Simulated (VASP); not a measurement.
Input of a VASP 6.6.1 run:

File POSCAR:

```
BiTe
1.0
    0.0000000000      3.2350000000      3.2350000000
    3.2350000000      0.0000000000      3.2350000000
    3.2350000000      3.2350000000      0.0000000000
Bi Te
1 1
Direct
    0.0000000000      0.0000000000      0.0000000000
    0.5000000000      0.5000000000      0.5000000000
```

Contents of INCAR.step1:

```
SYSTEM = BiTe
ALGO = Normal
EDIFF = 1E-5
ENCUT = 520
GGA = PE
ISIF = 2
ISMEAR = -1
LASPH = .True.
LCHARG = .False.
LREAL = .False.
LWAVE = .True.
NBANDS = 18
NELM = 60
PREC = Accurate
SIGMA = 0.05
```

File INCAR.step2:

```
SYSTEM = BiTe
AEXX = 0.5
ALGO = Normal
EDIFF = 1E-6
ENCUT = 520
ISIF = 2
ISMEAR = -1
ISTART = 1
LASPH = .True.
LCHARG = .False.
LHFCALC = .True.
LMIXTAU = .True.
LREAL = .False.
LWAVE = .False.
METAGGA = R2SCAN
NBANDS = 18
NELM = 60
PREC = Accurate
PRECFOCK = Normal
SIGMA = 0.05
```

Contents of KPOINTS:

```
k-points
0
Gamma
  4 4 4
  0 0 0
```

Potentials or basis: VASP PAW PBE potentials, release 64 (Bi_d, Te).

The run is started by

```bash
$ cat potpaw_PBE.64/Bi_d/POTCAR potpaw_PBE.64/Te/POTCAR > POTCAR
$ cp INCAR.step1 INCAR
$ mpirun -np 1 vasp_std > vasp.out
$ cp INCAR.step2 INCAR
$ mpirun -np 1 vasp_std > vasp.out
```

Q: Estimate the band gap on the k mesh.

A: Zero (an odd number of electrons rules out a gap without spin polarisation).

Q: What does it give for the pressure?

A: -3.8 GPa.

Caveat: the k points lie up to 0.42 Å⁻¹ apart, too coarse for converged energies and pressures of a metal; the PAW data sets were made with another functional, which shifts forces and pressure a little; spin-orbit coupling is left out, which moves the levels of the heavy elements.
